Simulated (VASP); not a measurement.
# Ti (Fm-3m) in VASP: a series of runs, part 2 of 2

VASP 6.6.1. The steps go on from the part before.

## (3) Electric field gradients, LDA (volume scaled by 1.04)

INCAR reads:

```
SYSTEM = Ti
PREC = Accurate
ENCUT = 520
EDIFF = 1E-8
ISMEAR = -1
SIGMA = 0.05
LREAL = .FALSE.
LASPH = .TRUE.
NELM = 100
ALGO = Normal
ISIF = 2
LWAVE = .FALSE.
LCHARG = .FALSE.
LEFG = .TRUE.
NBANDS = 12
```

KPOINTS reads:

```
Automatic mesh
0
G
  14 14 14
  0 0 0
```

POSCAR reads:

```
Ti
1.0
    0.0000000000      2.0567135898      2.0567135898
    2.0567135898      0.0000000000      2.0567135898
    2.0567135898      2.0567135898      0.0000000000
Ti
1
Direct
    0.0000000000      0.0000000000      0.0000000000
```

Potentials or basis: VASP PAW LDA potentials, release 64 (Ti_sv).

Run with:

```
$ cat potpaw_LDA.64/Ti_sv/POTCAR > POTCAR
$ mpirun -np 1 vasp_std > vasp.out
```

OUTCAR:

```text
SYSTEM = Ti
   PREC = Accurate
   ENCUT = 520
   EDIFF = 1E-8
   ISMEAR = -1
   LREAL = .FALSE.
   LASPH = .TRUE.
   NELM = 100
   ISIF = 2

 ion  position               nearest neighbor table
   1  0.000  0.000  0.000-

  LATTYP: Found a face centered cubic cell.
 ALAT       =     4.1134271796

  Lattice vectors:

 A1 = (   0.0000000000,   2.0567135898,   2.0567135898)
 A2 = (   2.0567135898,   0.0000000000,   2.0567135898)
 A3 = (   2.0567135898,   2.0567135898,   0.0000000000)

Analysis of symmetry for initial positions (statically):
=====================================================================
 Subroutine PRICEL returns:
 Original cell was already a primitive cell.

 Routine SETGRP: Setting up the symmetry group for a
 face centered cubic supercell.

 Subroutine GETGRP returns: Found 48 space group operations
 (whereof 48 operations were pure point group operations)
 out of a pool of 48 trial point group operations.

The static configuration has the point symmetry O_h .

Analysis of symmetry for dynamics (positions and initial velocities):
=====================================================================
 Subroutine PRICEL returns:
 Original cell was already a primitive cell.

 Routine SETGRP: Setting up the symmetry group for a
 face centered cubic supercell.

 Subroutine GETGRP returns: Found 48 space group operations
 (whereof 48 operations were pure point group operations)
 out of a pool of 48 trial point group operations.

The dynamic configuration has the point symmetry O_h .

 Subroutine INISYM returns: Found 48 space group operations
 (whereof 48 operations are pure point group operations),
 and found     1 'primitive' translations

----------------------------------------------------------------------------------------

                                     Primitive cell

  volume of cell :      17.4001

  direct lattice vectors                    reciprocal lattice vectors
     0.000000000  2.056713590  2.056713590    -0.243106285  0.243106285  0.243106285
     2.056713590  0.000000000  2.056713590     0.243106285 -0.243106285  0.243106285
     2.056713590  2.056713590  0.000000000     0.243106285  0.243106285 -0.243106285

  length of vectors
     2.908632253  2.908632253  2.908632253     0.421072437  0.421072437  0.421072437

  position of ions in fractional coordinates (direct lattice)
     0.000000000  0.000000000  0.000000000

  ion indices of the primitive-cell ions
   primitive index   ion index
                 1           1

----------------------------------------------------------------------------------------

 KPOINTS: Automatic mesh

Automatic generation of k-mesh.
 Grid dimensions read from file:
 generate k-points for:   14   14   14

 Generating k-lattice:

  Cartesian coordinates                     Fractional coordinates (reciprocal lattice)
    -0.017364735  0.017364735  0.017364735     0.071428571  0.000000000  0.000000000
     0.017364735 -0.017364735  0.017364735     0.000000000  0.071428571  0.000000000
     0.017364735  0.017364735 -0.017364735     0.000000000  0.000000000  0.071428571

  Length of vectors
     0.030076603  0.030076603  0.030076603
[... 64 lines left out ...]
   PSTRESS=    0.0 pullay stress
   NELECT =      12.0000    total number of electrons
   NUPDOWN=      -1.0000    fix difference up-down
   EMIN   =  10.00;   EMAX   =-10.00  energy-range for DOS
   EFERMI =   0.00;   METHOD = LEGACY
   ISMEAR =    -1;   SIGMA  =   0.05  broadening in eV -4-tet -1-fermi 0-gaus
   EFERMI_NEDOS =   21; number of points for ismear=-14 and -15
   IALGO  =     38    algorithm
   IMIX   =      4    mixing-type and parameters
     AMIX     =   0.40;   BMIX     =  1.00
     AMIX_MAG =   1.60;   BMIX_MAG =  1.00
  volume/ion in A,a.u.               =      17.40       117.42
  Fermi-wavevector in a.u.,A,eV,Ry     =   1.446388  2.733277 28.463902  2.092038
  Thomas-Fermi vector in A             =   2.564462
   LORBIT       =      0    0 simple, 1 ext, 2 COOP (PROOUT), +10 PAW based schemes
   GGA     = CA    functional components
   LHFCALC =     F    Hartree Fock is set to
   AEXX    =    0.0000 exact exchange contribution
   IVDW    =     0    specifies the selected vdW correction
   LEPSILON=     F    determine dielectric tensor
   LRPA    =     F    only Hartree local field effects (RPA)
 non-spin polarized calculation
  energy-cutoff  :      520.00
  volume of cell :       17.40
 maximum number of plane-waves:       489
 NGX is ok and might be reduce to    24
   NGX = 11   NGY = 11   NGZ = 11

 number of electron      12.0000002 magnetization

 Free energy of the ion-electron system (eV)
  ---------------------------------------------------
  ext. energy  EPLUGINS =         0.00000000
  ---------------------------------------------------
  free energy    TOTEN  =        -8.46464776 eV

  energy without entropy =       -8.44896656  energy(sigma->0) =       -8.45680716

 E-fermi :   7.9598     XC(G=0): -11.7759

 val. band max:        7.9401445354   @ k =   0.2143   0.1429   0.0000
 cond. band min:       7.9609498563   @ k =  -0.4286   0.2857   0.1429
 fundamental gap:      0.0208053209
 Fermi energy:         7.9598190576

 k-point     1 :       0.0000    0.0000    0.0000
  band No.  band energies     occupation
      1     -48.0594      2.00000
      2     -24.2910      2.00000
      3     -24.2910      2.00000
      4     -24.2910      2.00000
      5       1.9498      2.00000
      6       8.8057      0.00000
      7       8.8057      0.00000
      8       8.8057      0.00000
      9      10.4054      0.00000
     10      10.4054      0.00000
     11      23.3019      0.00000
     12      27.6802      0.00000
[... 331 lines left out ...]
 k-point    24 :       0.2857    0.1429    0.0000
  band No.  band energies     occupation
      1     -47.9837      2.00000
      2     -24.6352      2.00000
      3     -24.3819      2.00000
      4     -24.3751      2.00000
      5       4.0654      2.00000
      6       7.6879      1.99135
      7       8.9397      0.00000
      8       9.4406      0.00000
      9      10.1912      0.00000
     10      10.9111      0.00000
     11      21.5485      0.00000
     12      24.1088      0.00000

 [... further k-points ...]
[... 5 lines left out ...]
  --------------------------------------------------------------------------------------
  -------------------------------------------------------------------------------------
  Total       -0.9538581     -0.9538581     -0.9538581      0.0000000     -0.0000000     -0.0000000
  in kB      -87.8300020    -87.8300020    -87.8300020      0.0000000     -0.0000000     -0.0000000
  external PRESSURE =     -87.8300020 kB  Pullay stress =       0.0000000 kB

 VOLUME and BASIS-vectors are now :
 -----------------------------------------------------------------------------
  energy-cutoff  :      520.00
  volume of cell :       17.40
      direct lattice vectors                 reciprocal lattice vectors
     0.000000000  2.056713590  2.056713590    -0.243106285  0.243106285  0.243106285
     2.056713590  0.000000000  2.056713590     0.243106285 -0.243106285  0.243106285
     2.056713590  2.056713590  0.000000000     0.243106285  0.243106285 -0.243106285

 POSITION                                       TOTAL-FORCE (eV/Angst)
 -----------------------------------------------------------------------------------
      0.00000      0.00000      0.00000         0.000000      0.000000     -0.000000
 -----------------------------------------------------------------------------------
    total drift:                               -0.000000     -0.000000      0.000000

  FREE ENERGIE OF THE ION-ELECTRON SYSTEM (eV)
  ---------------------------------------------------
  free  energy   TOTEN  =        -8.4646477600 eV

  energy  without entropy=       -8.4489665589  energy(sigma->0) =       -8.45680716

 Electric field gradients (V/A^2)
---------------------------------------------------------------------
 ion       V_xx      V_yy      V_zz      V_xy      V_xz      V_yz
---------------------------------------------------------------------
   1      -0.000    -0.000    -0.000     0.000     0.000     0.000
---------------------------------------------------------------------

 Electric field gradients after diagonalization (V/A^2)
 (convention: |V_zz| > |V_xx| > |V_yy|)
----------------------------------------------------------------------
 ion       V_xx      V_yy      V_zz     asymmetry (V_yy - V_xx)/ V_zz
----------------------------------------------------------------------
   1      -0.000    -0.000     0.000       0.000
----------------------------------------------------------------------

           NMR quadrupolar parameters

 Cq : quadrupolar parameter    Cq=e*Q*V_zz/h
 eta: asymmetry parameters     (V_yy - V_xx)/ V_zz
 Q  : nuclear electric quadrupole moment in mb (millibarn)
----------------------------------------------------------------------
 ion       Cq(MHz)       eta       Q (mb)
----------------------------------------------------------------------
   1       0.000       0.000       1.000
----------------------------------------------------------------------
```

Wall time 10 s (1 thread of Intel Xeon Platinum 8488C (Sapphire Rapids), shared host); peak memory 0.14 GiB.

What came out:

```yaml
Free_energy: -8.4646 eV
Pressure: -8.8 GPa
Band_gap_on_the_k_mesh: zero (band 6 reaches 8.81 eV, above the bottom of band 7 at 7.55 eV)
```

Caveat: without QUAD_EFG the Cq values of the log hold for a quadrupole moment of 1 mb, not for the nuclei.
